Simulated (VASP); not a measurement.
# CoC (CsCl type) (Pm-3m) in VASP: a series of runs

CoC (CsCl type) is run at these levels: PBEsol; tasks: single point.

All numbers are computed with VASP 6.6.1; they aren't measurements. Logs are shortened: lines on timing, memory, paths and dates and some standing lists are left out, and cuts for length are marked.

## Step 1: The cell of the first run

It takes space group Pm-3m (No. 221, cubic). The conventional cell has a = 2.265 Å, b = 2.265 Å, c = 2.265 Å, α = 90.00°, β = 90.00°, γ = 90.00°. Co (site symmetry m-3m) has 8 C at 1.96 Å and 6 Co at 2.26 Å within 2.6 Å. Within 2.6 Å of C (site symmetry m-3m) lie 8 Co at 1.96 Å and 6 C at 2.26 Å.

## Step 2: Single point, PBEsol, collinear spin, ferromagnetic start

Contents of INCAR:

```
SYSTEM = CoC
PREC = Accurate
ENCUT = 520
EDIFF = 1E-6
ISMEAR = -1
SIGMA = 0.05
LREAL = .FALSE.
LASPH = .TRUE.
NELM = 150
ALGO = Normal
ISIF = 2
LWAVE = .FALSE.
LCHARG = .FALSE.
ISPIN = 2
MAGMOM = 1.7 0
LORBIT = 11
LMAXMIX = 4
GGA = PS
NBANDS = 18
```

Contents of KPOINTS:

```
regular mesh
0
G
  14 14 14
  0 0 0
```

Contents of POSCAR:

```
CoC
1.0
    2.2649562115      0.0000000000      0.0000000000
    0.0000000000      2.2649562115      0.0000000000
    0.0000000000      0.0000000000      2.2649562115
Co C
1 1
Direct
    0.0000000000      0.0000000000      0.0000000000
    0.5000000000      0.5000000000      0.5000000000
```

Potentials or basis: VASP PAW PBE potentials, release 64 (Co, C).

Started as:

```console
$ cat potpaw_PBE.64/Co/POTCAR potpaw_PBE.64/C/POTCAR > POTCAR
$ mpirun -np 1 vasp_std > vasp.out
```

OUTCAR:

```text
SYSTEM = CoC
   PREC = Accurate
   ENCUT = 520
   EDIFF = 1E-6
   ISMEAR = -1
   LREAL = .FALSE.
   LASPH = .TRUE.
   NELM = 150
   ISIF = 2
   ISPIN = 2
   LORBIT = 11
   GGA = PS

 ion  position               nearest neighbor table
   1  0.000  0.000  0.000-   2 1.96   2 1.96   2 1.96   2 1.96   2 1.96   2 1.96   2 1.96   2 1.96

   2  0.500  0.500  0.500-   1 1.96   1 1.96   1 1.96   1 1.96   1 1.96   1 1.96   1 1.96   1 1.96

  LATTYP: Found a simple cubic cell.
 ALAT       =     2.2649562115

  Lattice vectors:

 A1 = (   2.2649562115,   0.0000000000,   0.0000000000)
 A2 = (   0.0000000000,   2.2649562115,   0.0000000000)
 A3 = (   0.0000000000,   0.0000000000,   2.2649562115)

Analysis of symmetry for initial positions (statically):
=====================================================================
 Subroutine PRICEL returns:
 Original cell was already a primitive cell.

 Routine SETGRP: Setting up the symmetry group for a
 simple cubic supercell.

 Subroutine GETGRP returns: Found 48 space group operations
 (whereof 48 operations were pure point group operations)
 out of a pool of 48 trial point group operations.

The static configuration has the point symmetry O_h .

Analysis of symmetry for dynamics (positions and initial velocities):
=====================================================================
 Subroutine PRICEL returns:
 Original cell was already a primitive cell.

 Routine SETGRP: Setting up the symmetry group for a
 simple cubic supercell.

 Subroutine GETGRP returns: Found 48 space group operations
 (whereof 48 operations were pure point group operations)
 out of a pool of 48 trial point group operations.

The dynamic configuration has the point symmetry O_h .

Analysis of structural, dynamic, and magnetic symmetry:
=====================================================================
 Subroutine PRICEL returns:
 Original cell was already a primitive cell.

 Routine SETGRP: Setting up the symmetry group for a
 simple cubic supercell.

 Subroutine GETGRP returns: Found 48 space group operations
 (whereof 48 operations were pure point group operations)
 out of a pool of 48 trial point group operations.

The overall configuration has the point symmetry O_h .

 Subroutine INISYM returns: Found 48 space group operations
 (whereof 48 operations are pure point group operations),
 and found     1 'primitive' translations

----------------------------------------------------------------------------------------

                                     Primitive cell

  volume of cell :      11.6193

  direct lattice vectors                    reciprocal lattice vectors
     2.264956211  0.000000000  0.000000000     0.441509639  0.000000000  0.000000000
     0.000000000  2.264956211  0.000000000     0.000000000  0.441509639  0.000000000
     0.000000000  0.000000000  2.264956211     0.000000000  0.000000000  0.441509639

  length of vectors
     2.264956211  2.264956211  2.264956211     0.441509639  0.441509639  0.441509639

  position of ions in fractional coordinates (direct lattice)
     0.000000000  0.000000000  0.000000000
     0.500000000  0.500000000  0.500000000

  ion indices of the primitive-cell ions
   primitive index   ion index
                 1           1
                 2           2

----------------------------------------------------------------------------------------

 KPOINTS: regular mesh

Automatic generation of k-mesh.
 Grid dimensions read from file:
 generate k-points for:   14   14   14

 Generating k-lattice:

  Cartesian coordinates                     Fractional coordinates (reciprocal lattice)
     0.031536403  0.000000000  0.000000000     0.071428571  0.000000000  0.000000000
     0.000000000  0.031536403  0.000000000     0.000000000  0.071428571  0.000000000
     0.000000000  0.000000000  0.031536403     0.000000000  0.000000000  0.071428571

  Length of vectors
     0.031536403  0.031536403  0.031536403

  Shift w.r.t. Gamma in fractional coordinates (k-lattice)
     0.000000000  0.000000000  0.000000000

 Subroutine IBZKPT returns following result:
 ===========================================

 Found    120 irreducible k-points:

 Following reciprocal coordinates:
            Coordinates               Weight
  0.000000  0.000000  0.000000      1.000000
  0.071429  0.000000  0.000000      6.000000
  0.142857  0.000000  0.000000      6.000000
  0.214286  0.000000  0.000000      6.000000
  0.285714  0.000000  0.000000      6.000000
  0.357143  0.000000  0.000000      6.000000
[... 16 lines left out ...]
  0.285714  0.214286  0.000000     24.000000
  0.357143  0.214286  0.000000     24.000000
 [... further k-points ...]
   k-points           NKPTS =    120   k-points in BZ     NKDIM =    120   number of bands    NBANDS=     18
   number of dos      NEDOS =    301   number of ions     NIONS =      2
   total plane-waves  NPLWV =   5832
   dimension x,y,z NGX =    18 NGY =   18 NGZ =   18
   dimension x,y,z NGXF=    36 NGYF=   36 NGZF=   36
   ions per type =               1   1
   NGX,Y,Z   is equivalent  to a cutoff of  13.21, 13.21, 13.21 a.u.
   NGXF,Y,Z  is equivalent  to a cutoff of  26.42, 26.42, 26.42 a.u.
 SYSTEM =  CoC
   PREC   = accura    normal or accurate (medium, high low for compatibility)
   ISTART =      0    job   : 0-new  1-cont  2-samecut
   ICHARG =      2    charge: 1-file 2-atom 10-const
   ISPIN  =      2    spin polarized calculation?
   LNONCOLLINEAR =      F non collinear calculations
   LSORBIT =      F    spin-orbit coupling
   LASPH  =      T    aspherical Exc in radial PAW
   ENCUT  =  520.0 eV  38.22 Ry    6.18 a.u.   4.21  4.21  4.21*2*pi/ulx,y,z
   NELM   =    150;   NELMIN=  2; NELMDL= -5     # of ELM steps
   EDIFF  = 0.1E-05   stopping-criterion for ELM
   LREAL  =      F    real-space projection
   EDIFFG = 0.1E-04   stopping-criterion for IOM
   NSW    =      0    number of steps for IOM
   IBRION =     -1    ionic relax: 0-MD 1-quasi-New 2-CG
   NFREE  =      0    steps in history (QN), initial steepest desc. (CG)
   ISIF   =      2    stress and relaxation
   ISYM   =      2    0-nonsym 1-usesym 2-fastsym
   POTIM  = 0.5000    time-step for ionic-motion
   TEBEG  =    0.0;   TEEND  =   0.0 temperature during run
   PSTRESS=    0.0 pullay stress
   NELECT =      13.0000    total number of electrons
   NUPDOWN=      -1.0000    fix difference up-down
   EMIN   =  10.00;   EMAX   =-10.00  energy-range for DOS
   EFERMI =   0.00;   METHOD = LEGACY
   ISMEAR =    -1;   SIGMA  =   0.05  broadening in eV -4-tet -1-fermi 0-gaus
   EFERMI_NEDOS =   21; number of points for ismear=-14 and -15
   IALGO  =     38    algorithm
   IMIX   =      4    mixing-type and parameters
     AMIX     =   0.40;   BMIX     =  1.00
     AMIX_MAG =   1.60;   BMIX_MAG =  1.00
  volume/ion in A,a.u.               =       5.81        39.21
  Fermi-wavevector in a.u.,A,eV,Ry     =   1.699532  3.211651 39.299213  2.888411
  Thomas-Fermi vector in A             =   2.779833
   LORBIT       =     11    0 simple, 1 ext, 2 COOP (PROOUT), +10 PAW based schemes
   GGA     = PS    functional components
   LHFCALC =     F    Hartree Fock is set to
   AEXX    =    0.0000 exact exchange contribution
   IVDW    =     0    specifies the selected vdW correction
   LEPSILON=     F    determine dielectric tensor
   LRPA    =     F    only Hartree local field effects (RPA)
 spin polarized calculation
  energy-cutoff  :      520.00
  volume of cell :       11.62
 maximum number of plane-waves:       322
 NGX is ok and might be reduce to    18

 number of electron      12.9999994 magnetization       0.6136138

 Free energy of the ion-electron system (eV)
  ---------------------------------------------------
  ext. energy  EPLUGINS =         0.00000000
  ---------------------------------------------------
  free energy    TOTEN  =       -14.04173978 eV

  energy without entropy =      -14.03088529  energy(sigma->0) =      -14.03631253

 E-fermi :  17.1912     XC(G=0): -15.8341

 val. band max:       17.1903866486   @ k =   0.3571   0.3571   0.2143
 cond. band min:      17.1931856710   @ k =   0.3571   0.0000   0.0000
 fundamental gap:      0.0027990224
 Fermi energy:        17.1911902167

 spin component 1

 k-point     1 :       0.0000    0.0000    0.0000
  band No.  band energies     occupation
      1      -2.5846      1.00000
      2      10.4417      1.00000
      3      10.4417      1.00000
      4      15.3410      1.00000
      5      15.3410      1.00000
      6      15.3410      1.00000
[... 10 lines left out ...]
     17      53.1939      0.00000
     18      53.1939      0.00000

 k-point     2 :       0.0714    0.0000    0.0000
  band No.  band energies     occupation
      1      -2.4472      1.00000
      2      10.3845      1.00000
      3      10.4841      1.00000
      4      14.9445      1.00000
      5      14.9445      1.00000
      6      15.3512      1.00000
[... 10 lines left out ...]
     17      52.6741      0.00000
     18      53.3512      0.00000

 k-point     3 :       0.1429    0.0000    0.0000
  band No.  band energies     occupation
      1      -2.0400      1.00000
      2      10.1243      1.00000
      3      10.6050      1.00000
      4      14.2037      1.00000
      5      14.2037      1.00000
      6      15.3800      1.00000
[... 412 lines left out ...]
 k-point    23 :       0.2857    0.2143    0.0000
  band No.  band energies     occupation
      1       0.4860      1.00000
      2       8.8416      1.00000
      3      10.2609      1.00000
      4      12.3847      1.00000
      5      13.1436      1.00000
      6      14.7074      1.00000
[... 10 lines left out ...]
     17      51.6390      0.00000
     18      53.2472      0.00000

 k-point    24 :       0.3571    0.2143    0.0000
  band No.  band energies     occupation
      1       1.3985      1.00000
      2       7.6156      1.00000
      3      10.5718      1.00000
      4      12.2250      1.00000
      5      12.8723      1.00000
      6      14.7619      1.00000
[... 10 lines left out ...]
     17      51.6940      0.00000
     18      53.1853      0.00000

 [... further k-points ...]

 spin component 2

 k-point     1 :       0.0000    0.0000    0.0000
  band No.  band energies     occupation
      1      -2.4873      1.00000
      2      11.0693      1.00000
      3      11.0693      1.00000
      4      15.7675      1.00000
      5      15.7675      1.00000
      6      15.7675      1.00000
[... 10 lines left out ...]
     17      53.2466      0.00000
     18      53.2466      0.00000

 k-point     2 :       0.0714    0.0000    0.0000
  band No.  band energies     occupation
      1      -2.3495      1.00000
      2      10.9857      1.00000
      3      11.1146      1.00000
      4      15.3257      1.00000
      5      15.3257      1.00000
      6      15.7780      1.00000
[... 10 lines left out ...]
     17      52.7421      0.00000
     18      52.7421      0.00000

 k-point     3 :       0.1429    0.0000    0.0000
  band No.  band energies     occupation
      1      -1.9415      1.00000
      2      10.6395      1.00000
      3      11.2437      1.00000
      4      14.5470      1.00000
      5      14.5470      1.00000
      6      15.8075      1.00000
[... 412 lines left out ...]
 k-point    23 :       0.2857    0.2143    0.0000
  band No.  band energies     occupation
      1       0.5920      1.00000
      2       9.1047      1.00000
      3      10.6119      1.00000
      4      12.9640      1.00000
      5      13.4681      1.00000
      6      15.1161      1.00000
[... 10 lines left out ...]
     17      51.8180      0.00000
     18      54.4505      0.00000

 k-point    24 :       0.3571    0.2143    0.0000
  band No.  band energies     occupation
      1       1.5090      1.00000
      2       7.8190      1.00000
      3      10.8885      1.00000
      4      12.8302      1.00000
      5      13.1975      1.00000
      6      15.1713      1.00000
[... 10 lines left out ...]
     17      51.8490      0.00000
     18      54.3968      0.00000

 [... further k-points ...]

------------------------ aborting loop because EDIFF is reached ----------------------------------------

  FORCE on cell =-STRESS in cart. coord.  units (eV):
  Direction    XX          YY          ZZ          XY          YZ          ZX
  --------------------------------------------------------------------------------------
  -------------------------------------------------------------------------------------
  Total       10.5326632     10.5326632     10.5326632     -0.0000000     -0.0000000     -0.0000000
  in kB     1452.3435116   1452.3435116   1452.3435116     -0.0000000     -0.0000000     -0.0000000
  external PRESSURE =    1452.3435116 kB  Pullay stress =       0.0000000 kB

 VOLUME and BASIS-vectors are now :
 -----------------------------------------------------------------------------
  energy-cutoff  :      520.00
  volume of cell :       11.62
      direct lattice vectors                 reciprocal lattice vectors
     2.264956211  0.000000000  0.000000000     0.441509639  0.000000000  0.000000000
     0.000000000  2.264956211  0.000000000     0.000000000  0.441509639  0.000000000
     0.000000000  0.000000000  2.264956211     0.000000000  0.000000000  0.441509639

 POSITION                                       TOTAL-FORCE (eV/Angst)
 -----------------------------------------------------------------------------------
      0.00000      0.00000      0.00000         0.000000      0.000000      0.000000
      1.13248      1.13248      1.13248         0.000000      0.000000      0.000000
 -----------------------------------------------------------------------------------
    total drift:                                0.000000     -0.000000     -0.000000

  FREE ENERGIE OF THE ION-ELECTRON SYSTEM (eV)
  ---------------------------------------------------
  free  energy   TOTEN  =       -14.0417397758 eV

  energy  without entropy=      -14.0308852860  energy(sigma->0) =      -14.03631253

 total charge

# of ion       s       p       d       tot
------------------------------------------
    1        0.592   1.066   7.885   9.543
    2        0.907   1.537   0.000   2.445
--------------------------------------------------
tot          1.499   2.603   7.885  11.988

 magnetization (x)

# of ion       s       p       d       tot
------------------------------------------
    1        0.003   0.002   0.531   0.536
    2        0.006   0.046   0.000   0.051
--------------------------------------------------
tot          0.009   0.047   0.531   0.587
```

Wall time 23 s (1 thread of AMD EPYC 9R45 (Zen 5), shared host); peak memory 0.12 GiB.

What came out:

```
Free energy                                           : -14.0417 eV
Pressure                                              : 145.2 GPa
Net moment                                            : 0.61 μB per cell
Site moments                                          : Co +0.54; C +0.05 μB
Valence electrons inside the program's atomic spheres : Co 9.54; C 2.44
```

Caveat: the PAW data sets were made with another functional, which shifts forces and pressure a little.

## Step 3: Single point, PBEsol, collinear spin, ferromagnetic start

Contents of INCAR:

```
ALGO     = Normal         # electronic algorithm
EDIFF    = 1E-7           # SCF threshold, eV
ENCUT    = 520            # plane-wave cutoff, eV
GGA      = PS             # functional
ISIF     = 2              # what is computed and relaxed
ISMEAR   = -1             # smearing method
ISPIN    = 2              # spin polarisation
LASPH    = T              # aspherical terms in the spheres
LCHARG   = T              # write CHGCAR
LELF     = T              # ELF
LMAXMIX  = 4              # l up to which the mixer works
LORBIT   = 11             # projections on sites
LREAL    = F              # projectors in reciprocal space
LVHAR    = T            
LWAVE    = F              # write WAVECAR
MAGMOM   = 1.7 0          # initial moments
NBANDS   = 18             # bands
NELM     = 150            # most SCF steps
PREC     = Accurate       # precision mode
SIGMA    = 0.05           # smearing width, eV
```

Contents of KPOINTS:

```
k-points
0
Gamma
  14 14 14
```

POSCAR is that of step 2.

Potentials or basis: VASP PAW PBE potentials, release 64 (Co, C).

Started as:

```console
$ cat potpaw_PBE.64/Co/POTCAR potpaw_PBE.64/C/POTCAR > POTCAR
$ mpirun -np 1 vasp_std > vasp.out
```

Run time: 26 s. Hardware: 1 thread of AMD EPYC 9R45 (Zen 5), shared host; peak memory 0.12 GiB.

The run converged. Its results:

```yaml
Free_energy: -14.0417 eV
Pressure: 145.2 GPa
Net_moment: 0.61 μB per cell
Site_moments: Co +0.54; C +0.05 μB
Valence_electrons_inside_the_program's_atomic_spheres: Co 9.54; C 2.44
```

Levels at points of the mesh, in eV from the Fermi level:
Spin up:
```tsv
k point	band 5	band 6	band 7	band 8	band 9	band 10
(0.00, 0.00, 0.00)	-1.85	-1.85	0.36	0.36	0.36	16.13
(0.50, 0.00, 0.00)	-5.22	-1.64	-0.32	5.69	5.69	14.99
(0.50, 0.50, 0.00)	-3.28	-3.28	-0.78	1.71	3.18	8.31
(0.50, 0.50, 0.50)	-0.69	-0.69	4.22	4.22	4.22	7.07
```
Spin down:
```
           k point  band 4  band 5  band 6  band 7  band 8  band 9
(0.00, 0.00, 0.00)   -1.42   -1.42   -1.42    0.49    0.49    0.49
(0.50, 0.00, 0.00)   -4.91   -4.91   -1.21    0.50    5.95    5.95
(0.50, 0.50, 0.00)   -5.14   -2.89   -2.89    0.14    2.09    3.31
(0.50, 0.50, 0.50)   -6.10    0.23    0.23    4.57    4.57    4.57
```

Caveat: the PAW data sets were made with another functional, which shifts forces and pressure a little.

## Step 4: Single point, PBEsol, collinear spin, ferromagnetic start (volume scaled by 0.88)

Contents of INCAR:

```
  ALGO = Normal
  EDIFF = 1E-7
  ENCUT = 520
  GGA = PS
  ISIF = 2
  ISMEAR = -1
  ISPIN = 2
  LASPH = True
  LCHARG = False
  LMAXMIX = 4
  LORBIT = 11
  LREAL = False
  LWAVE = False
  MAGMOM = 1.7 0
  NBANDS = 18
  NELM = 150
  PREC = Accurate
  SIGMA = 0.05
```

KPOINTS is that of step 3.

Contents of POSCAR:

```
CoC
1.0
    2.3578843505      0.0000000000      0.0000000000
    0.0000000000      2.3578843505      0.0000000000
    0.0000000000      0.0000000000      2.3578843505
Co C
1 1
Direct
    0.0000000000      0.0000000000      0.0000000000
    0.5000000000      0.5000000000      0.5000000000
```

Started as:

```console
$ cat potpaw_PBE.64/Co/POTCAR potpaw_PBE.64/C/POTCAR > POTCAR
$ mpirun -np 1 vasp_std > vasp.out
```

Run time: 26 s. Hardware: 1 thread of AMD EPYC 9R45 (Zen 5), shared host; peak memory 0.13 GiB.

The run converged. Its results:

```yaml
Free_energy: -14.9429 eV
Pressure: 56.9 GPa
Net_moment: 0.73 μB per cell
Site_moments: Co +0.64; C +0.06 μB
Valence_electrons_inside_the_program's_atomic_spheres: Co 9.05; C 2.33
```

Levels at points of the mesh, in eV from the Fermi level:
Spin up:
```csv
k point,band 5,band 6,band 7,band 8,band 9,band 10
"(0.00, 0.00, 0.00)",-1.63,-1.63,0.51,0.51,0.51,13.54
"(0.50, 0.00, 0.00)",-4.45,-1.46,-0.40,5.09,5.09,14.95
"(0.50, 0.50, 0.00)",-2.80,-2.80,-0.80,1.08,3.07,7.32
"(0.50, 0.50, 0.50)",-0.73,-0.73,3.68,3.68,3.68,6.66
```
Spin down:
| k point | band 3 | band 4 | band 5 | band 6 | band 7 | band 8 | band 9 | band 10 |
| --- | --- | --- | --- | --- | --- | --- | --- | --- |
| (0.00, 0.00, 0.00) | -5.00 | -1.12 | -1.12 | -1.12 | 0.66 | 0.66 | 0.66 | 13.77 |
| (0.50, 0.00, 0.00) | -4.16 | -4.08 | -4.08 | -0.95 | 0.55 | 5.39 | 5.39 | 14.99 |
| (0.50, 0.50, 0.00) | -6.90 | -4.26 | -2.33 | -2.33 | 0.24 | 1.54 | 3.23 | 7.76 |
| (0.50, 0.50, 0.50) | -8.93 | -6.19 | 0.32 | 0.32 | 4.09 | 4.09 | 4.09 | 6.79 |

Caveat: the PAW data sets were made with another functional, which shifts forces and pressure a little.

[end of part 1 of 2]
